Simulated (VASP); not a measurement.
**HfSn3O8: single point with PBE**

Crystal: HfSn3O8.

```
CELL_PARAMETERS angstrom
3.37595 -3.38753 0.00000
3.37595 3.38753 0.00000
0.00000 0.00000 6.41639
ATOMIC_POSITIONS crystal
Sn 0.50000 0.50000 0.25091
Sn 0.50000 0.50000 0.74909
Sn 0.00000 0.00000 0.50000
Hf 0.00000 0.00000 0.00000
O 0.19536 0.19536 0.25126
O 0.80464 0.80464 0.25126
O 0.69287 0.30713 0.00000
O 0.30713 0.69287 0.00000
O 0.19536 0.19536 0.74874
O 0.80464 0.80464 0.74874
O 0.69527 0.30473 0.50000
O 0.30473 0.69527 0.50000
```

```yaml
Program: VASP 6.6.1
Task: single point
Functional: PBE
Potentials_or_basis: VASP PAW PBE potentials, release 64 (Sn_d, Hf_pv, O)
Cutoff: 520 eV
k_mesh: 6 × 6 × 4
Occupations: fermi-dirac, width 0.02 eV
Spin: no spin polarisation
Dipole_correction: no
Further_INCAR_settings: ALGO = Normal; EDIFF = 1e-07; NBANDS = 62
```

```yaml
Pressure: 6.8 GPa
Largest_force: 0.375 eV/Å
Band_gap_on_the_k_mesh: 1.99 eV
```

Forces in eV/Å, atoms in the order of the input:
```
Sn   0.000  0.000 -0.006
Sn   0.000  0.000  0.006
Sn   0.000  0.000  0.000
Hf   0.000  0.000  0.000
O   -0.141  0.000 -0.258
O    0.141  0.000 -0.258
O    0.000 -0.375  0.000
O    0.000  0.375  0.000
O   -0.141  0.000  0.258
O    0.141  0.000  0.258
O    0.000 -0.062  0.000
O    0.000  0.062  0.000
```

Stress tensor (GPa, compression positive):
```
6.53 0.00 0.00
0.00 6.17 0.00
0.00 0.00 7.59
```

Levels at points of the mesh, in eV from the valence-band top:
| k point | band 46 | band 47 | band 48 | band 49 | band 50 | band 51 | band 52 | band 53 | band 54 | band 55 |
| --- | --- | --- | --- | --- | --- | --- | --- | --- | --- | --- |
| (0.00, 0.00, 0.00) | -1.23 | -1.11 | -0.70 | -0.69 | 0.00 | 1.99 | 3.91 | 6.01 | 6.02 | 6.04 |
| (0.50, 0.00, 0.00) | -1.08 | -1.02 | -0.81 | -0.68 | -0.58 | 3.99 | 4.46 | 5.04 | 5.41 | 6.11 |
| (0.50, 0.50, 0.00) | -1.04 | -0.90 | -0.84 | -0.81 | -0.70 | 3.31 | 4.13 | 5.03 | 5.65 | 5.78 |
| (0.00, 0.00, 0.50) | -0.98 | -0.74 | -0.63 | -0.51 | -0.47 | 3.69 | 4.21 | 5.23 | 5.95 | 6.01 |
| (0.50, 0.00, 0.50) | -0.99 | -0.96 | -0.82 | -0.74 | -0.64 | 4.56 | 5.18 | 5.37 | 5.60 | 5.65 |
| (0.50, 0.50, 0.50) | -0.87 | -0.87 | -0.82 | -0.77 | -0.72 | 4.22 | 4.91 | 5.45 | 5.45 | 5.53 |

Run time: 5.1 min on 1 thread of Intel(R) Xeon(R) Platinum 8488C (Sapphire Rapids), with other jobs on the host, peak memory 0.42 GiB.

Caveat: the cell stands under pressure; spin-orbit coupling is left out, which moves the levels of the heavy elements.
